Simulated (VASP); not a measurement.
# C (Pm-3m) in VASP: notebook

The runs below take C through relaxation of cell and atoms, single point, with LDA.

Everything below comes from runs of VASP 6.6.1. Logs are shortened: lines on timing, memory, paths and dates and some standing lists are left out, and cuts for length are marked.

### Step 1. The cell of the first run

The structure is cubic, space group Pm-3m (No. 221). The conventional cell has a = 1.926 Å, b = 1.926 Å, c = 1.926 Å, α = 90.00°, β = 90.00°, γ = 90.00°. Within 2.6 Å of C (site symmetry m-3m) lie 6 C at 1.93 Å.

### Step 2. Relaxation of cell and atoms, LDA

Contents of INCAR:

```
SYSTEM = C
PREC = Accurate
ENCUT = 600
EDIFF = 1E-6
ISMEAR = -1
SIGMA = 0.1
LREAL = .FALSE.
LASPH = .TRUE.
NELM = 60
ALGO = Normal
ISIF = 3
LWAVE = .FALSE.
LCHARG = .FALSE.
GGA = CA
IBRION = 2
NSW = 80
EDIFFG = -0.01
```

Contents of KPOINTS:

```
Automatic mesh
0
G
  16 16 16
  0 0 0
```

Contents of POSCAR:

```
C
1.0
    1.9260827495      0.0000000000      0.0000000000
    0.0000000000      1.9260827495      0.0000000000
    0.0000000000      0.0000000000      1.9260827495
C
1
Direct
    0.0000000000      0.0000000000      0.0000000000
```

Potentials or basis: VASP PAW LDA potentials, release 64 (C).

Command:

```sh
cat potpaw_LDA.64/C/POTCAR > POTCAR
mpirun -np 1 vasp_std > vasp.out
```

OUTCAR:

```text
SYSTEM = C
   PREC = Accurate
   ENCUT = 600
   EDIFF = 1E-6
   ISMEAR = -1
   LREAL = .FALSE.
   LASPH = .TRUE.
   NELM = 60
   ISIF = 3
   GGA = CA
   IBRION = 2
   NSW = 80
   EDIFFG = -0.01

 ion  position               nearest neighbor table
   1  0.000  0.000  0.000-

  LATTYP: Found a simple cubic cell.
 ALAT       =     1.9260827495

  Lattice vectors:

 A1 = (   1.9260827495,   0.0000000000,   0.0000000000)
 A2 = (   0.0000000000,   1.9260827495,   0.0000000000)
 A3 = (   0.0000000000,   0.0000000000,   1.9260827495)

Analysis of symmetry for initial positions (statically):
=====================================================================
 Subroutine PRICEL returns:
 Original cell was already a primitive cell.

 Routine SETGRP: Setting up the symmetry group for a
 simple cubic supercell.

 Subroutine GETGRP returns: Found 48 space group operations
 (whereof 48 operations were pure point group operations)
 out of a pool of 48 trial point group operations.

The static configuration has the point symmetry O_h .

Analysis of symmetry for dynamics (positions and initial velocities):
=====================================================================
 Subroutine PRICEL returns:
 Original cell was already a primitive cell.

 Routine SETGRP: Setting up the symmetry group for a
 simple cubic supercell.

 Subroutine GETGRP returns: Found 48 space group operations
 (whereof 48 operations were pure point group operations)
 out of a pool of 48 trial point group operations.

The dynamic configuration has the point symmetry O_h .

 Subroutine INISYM returns: Found 48 space group operations
 (whereof 48 operations are pure point group operations),
 and found     1 'primitive' translations

----------------------------------------------------------------------------------------

                                     Primitive cell

  volume of cell :       7.1454

  direct lattice vectors                    reciprocal lattice vectors
     1.926082749  0.000000000  0.000000000     0.519188493  0.000000000  0.000000000
     0.000000000  1.926082749  0.000000000     0.000000000  0.519188493  0.000000000
     0.000000000  0.000000000  1.926082749     0.000000000  0.000000000  0.519188493

  length of vectors
     1.926082749  1.926082749  1.926082749     0.519188493  0.519188493  0.519188493

  position of ions in fractional coordinates (direct lattice)
     0.000000000  0.000000000  0.000000000

  ion indices of the primitive-cell ions
   primitive index   ion index
                 1           1

[... 57 lines left out ...]
   dimension x,y,z NGXF=    32 NGYF=   32 NGZF=   32
   ions per type =               1
   NGX,Y,Z   is equivalent  to a cutoff of  13.81, 13.81, 13.81 a.u.
   NGXF,Y,Z  is equivalent  to a cutoff of  27.62, 27.62, 27.62 a.u.
 SYSTEM =  C
   PREC   = accura    normal or accurate (medium, high low for compatibility)
   ISTART =      0    job   : 0-new  1-cont  2-samecut
   ICHARG =      2    charge: 1-file 2-atom 10-const
   ISPIN  =      1    spin polarized calculation?
   LNONCOLLINEAR =      F non collinear calculations
   LSORBIT =      F    spin-orbit coupling
   LASPH  =      T    aspherical Exc in radial PAW
   ENCUT  =  600.0 eV  44.10 Ry    6.64 a.u.   3.85  3.85  3.85*2*pi/ulx,y,z
   NELM   =     60;   NELMIN=  2; NELMDL= -5     # of ELM steps
   EDIFF  = 0.1E-05   stopping-criterion for ELM
   LREAL  =      F    real-space projection
   EDIFFG = -.1E-01   stopping-criterion for IOM
   NSW    =     80    number of steps for IOM
   IBRION =      2    ionic relax: 0-MD 1-quasi-New 2-CG
   NFREE  =      1    steps in history (QN), initial steepest desc. (CG)
   ISIF   =      3    stress and relaxation
   ISYM   =      2    0-nonsym 1-usesym 2-fastsym
   POTIM  = 0.5000    time-step for ionic-motion
   TEBEG  =    0.0;   TEEND  =   0.0 temperature during run
   PSTRESS=    0.0 pullay stress
   NELECT =       4.0000    total number of electrons
   NUPDOWN=      -1.0000    fix difference up-down
   EMIN   =  10.00;   EMAX   =-10.00  energy-range for DOS
   EFERMI =   0.00;   METHOD = LEGACY
   ISMEAR =    -1;   SIGMA  =   0.10  broadening in eV -4-tet -1-fermi 0-gaus
   EFERMI_NEDOS =   21; number of points for ismear=-14 and -15
   IALGO  =     38    algorithm
   IMIX   =      4    mixing-type and parameters
     AMIX     =   0.40;   BMIX     =  1.00
     AMIX_MAG =   1.60;   BMIX_MAG =  1.00
  volume/ion in A,a.u.               =       7.15        48.22
  Fermi-wavevector in a.u.,A,eV,Ry     =   1.349232  2.549678 24.768404  1.820426
  Thomas-Fermi vector in A             =   2.476836
   LORBIT       =      0    0 simple, 1 ext, 2 COOP (PROOUT), +10 PAW based schemes
   GGA     = CA    functional components
   LHFCALC =     F    Hartree Fock is set to
   AEXX    =    0.0000 exact exchange contribution
   IVDW    =     0    specifies the selected vdW correction
   LEPSILON=     F    determine dielectric tensor
   LRPA    =     F    only Hartree local field effects (RPA)
 conjugate gradient relaxation of ions
 non-spin polarized calculation
  energy-cutoff  :      600.00
  volume of cell :        7.15
 maximum number of plane-waves:       280
 NGX is ok and might be reduce to    16
   NGX =  7   NGY =  7   NGZ =  7

--------------------------------------- Ionic step        1  -------------------------------------------

 number of electron       4.0000000 magnetization

 Free energy of the ion-electron system (eV)
  ---------------------------------------------------
  ext. energy  EPLUGINS =         0.00000000
  ---------------------------------------------------
  free energy    TOTEN  =        -7.07696015 eV

  energy without entropy =       -7.06258530  energy(sigma->0) =       -7.06977272

 E-fermi :   7.1496     XC(G=0): -12.7756

 val. band max:        7.0662806280   @ k =   0.2500   0.1250   0.0625
 cond. band min:       7.1568436323   @ k =   0.5000   0.3750   0.1250
 fundamental gap:      0.0905630043
 Fermi energy:         7.1496388228

 k-point     1 :       0.0000    0.0000    0.0000
  band No.  band energies     occupation
      1     -11.2816      2.00000
      2      14.6923      0.00000
      3      14.6923      0.00000
      4      14.6923      0.00000
      5      30.5556      0.00000
      6      30.5556      0.00000
[... 381 lines left out ...]
--------------------------------------- Ionic step        6  -------------------------------------------

 number of electron       4.0000000 magnetization

 Free energy of the ion-electron system (eV)
  ---------------------------------------------------
  ext. energy  EPLUGINS =         0.00000000
  ---------------------------------------------------
  free energy    TOTEN  =        -7.51029377 eV

  energy without entropy =       -7.50480624  energy(sigma->0) =       -7.50755000

 E-fermi :  11.7362     XC(G=0): -14.1841

 val. band max:       11.6086740747   @ k =   0.4375   0.3750   0.3750
 cond. band min:      11.7362730261   @ k =   0.2500   0.1875   0.1250
 fundamental gap:      0.1275989514
 Fermi energy:        11.7362278798

 k-point     1 :       0.0000    0.0000    0.0000
  band No.  band energies     occupation
      1     -11.0286      2.00000
      2      21.2674      0.00000
      3      21.2674      0.00000
      4      21.2674      0.00000
      5      37.8033      0.00000
      6      37.8033      0.00000
[... 235 lines left out ...]
  FREE ENERGIE OF THE ION-ELECTRON SYSTEM (eV)
  ---------------------------------------------------
  free  energy   TOTEN  =        -7.5102937689 eV

  energy  without entropy=       -7.5048062359  energy(sigma->0) =       -7.50755000

 reached required accuracy - stopping structural energy minimisation
```

Wall time 15 s (1 thread of Intel Xeon 8259CL, shared host); peak memory 0.11 GiB.

What came out:

```yaml
Free_energy: -7.5103 eV
Relaxed_volume: 5.31 Å³/atom
Relaxed_cell: a = 1.745 Å, b = 1.745 Å, c = 1.745 Å, α = 90.00°, β = 90.00°, γ = 90.00°
Space_group_after_relaxing_to_0.05_Å: Pm-3m (No. 221)
Energy_gained_by_relaxing: 433.3 meV/atom
Ionic_steps: 6
Pressure_after_relaxing: 0.0 GPa
Band_gap_on_the_k_mesh: zero (band 2 reaches 21.27 eV, above the bottom of band 3 at 9.44 eV)
```

Step by step:
```
step  energy change (eV)  largest force (eV/Å)  pressure (GPa)  volume (Å³)
   1              0.0000                0.0000          -57.28         7.15
   2             -0.3647                0.0000           47.81         4.82
   3             -0.4333                0.0000           -0.86         5.32
   4             -0.4332                0.0000            1.64         5.29
   5             -0.4333                0.0000           -1.39         5.33
   6             -0.4333                0.0000            0.00         5.31
```

Final structure:
```yaml
crystal:
  lattice:
    - [1.74492, 0.00000, 0.00000]
    - [0.00000, 1.74492, 0.00000]
    - [0.00000, 0.00000, 1.74492]
  atoms:
    - { symbol: C, position: [0.00000, 0.00000, 0.00000] }
```

Caveat: the volume moved by over 15 % at a fixed basis, so the end points are rough.

### Step 3. Single point, LDA, non-collinear spin, zero start, spin-orbit coupling

This run uses another cell than the first one, of 5.31 Å³/atom, 0.743 times its volume.

Contents of INCAR:

```
PREC = Accurate ; ENCUT = 520
EDIFF = 1E-7 ; ISMEAR = -1
SIGMA = 0.1 ; LREAL = False
LASPH = True ; NELM = 150
ALGO = Normal ; ISIF = 2
LWAVE = False ; LCHARG = False
MAGMOM = 0 0 0 ; LORBIT = 11
LSORBIT = True ; GGA_COMPAT = False
LORBMOM = True ; GGA = CA
NBANDS = 15
```

Contents of KPOINTS:

```
Automatic mesh
0
Gamma
  18 18 18
```

Contents of POSCAR:

```
C
1.0
    1.7443222539      0.0000000000      0.0000000000
    0.0000000000      1.7443222539      0.0000000000
    0.0000000000      0.0000000000      1.7443222539
C
1
Direct
    0.0000000000      0.0000000000      0.0000000000
```

Potentials or basis: VASP PAW LDA potentials, release 64 (C).

Command:

```sh
cat potpaw_LDA.64/C/POTCAR > POTCAR
mpirun -np 1 vasp_ncl > vasp.out
```

Wall time 27 s (1 thread of Intel Xeon 8259CL, shared host); peak memory 0.13 GiB.

The run converged. Its results:

```yaml
Free_energy: -7.5009 eV
Pressure: 5.4 GPa
Net_moment: 0.00 μB per cell
Valence_electrons_inside_the_program's_atomic_spheres: C 2.35
```

Moments on the atoms (μB; x, y, z):
```
C   0.00 0.00 0.00
```
